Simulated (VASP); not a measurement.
Input of a VASP 6.6.1 run:

File INCAR:

```
SYSTEM = CoW3
PREC = Accurate
ENCUT = 520
EDIFF = 1E-6
ISMEAR = 0
SIGMA = 0.15
LREAL = .FALSE.
LASPH = .TRUE.
NELM = 60
ALGO = Fast
ISIF = 2
LWAVE = .FALSE.
LCHARG = .TRUE.
GGA = PS
LELF = .TRUE.
LVHAR = .TRUE.
NBANDS = 34
```

The input KPOINTS:

```
regular mesh
0
G
  12 12 12
  0 0 0
```

Contents of POSCAR:

```
CoW3
1.0
    3.8582449849      0.0000000000      0.0000000000
    0.0000000000      3.8582449849      0.0000000000
    0.0000000000      0.0000000000      3.8582449849
Co W
1 3
Direct
   -0.0032398150      0.0000000000      0.0000000000
    0.0000000000      0.5000000000      0.5000000000
    0.5000000000      0.0000000000      0.5000000000
    0.5000000000      0.5000000000      0.0000000000
```

Potentials or basis: VASP PAW PBE potentials, release 64 (Co, W_sv).

Command:

```console
$ cat potpaw_PBE.64/Co/POTCAR potpaw_PBE.64/W_sv/POTCAR > POTCAR
$ mpirun -np 1 vasp_std > vasp.out
```

(1) What does it give for the pressure?

(2) Estimate the largest force.

Results:

(1) 0.7 GPa.

(2) 0.096 eV/Å.

Caveat: the cell differs from its parent crystal (atom 1 (Co) moved +0.013 Å towards its neighbour atom 1 (Co) at 3.858 Å); the PAW data sets were made with another functional, which shifts forces and pressure a little.
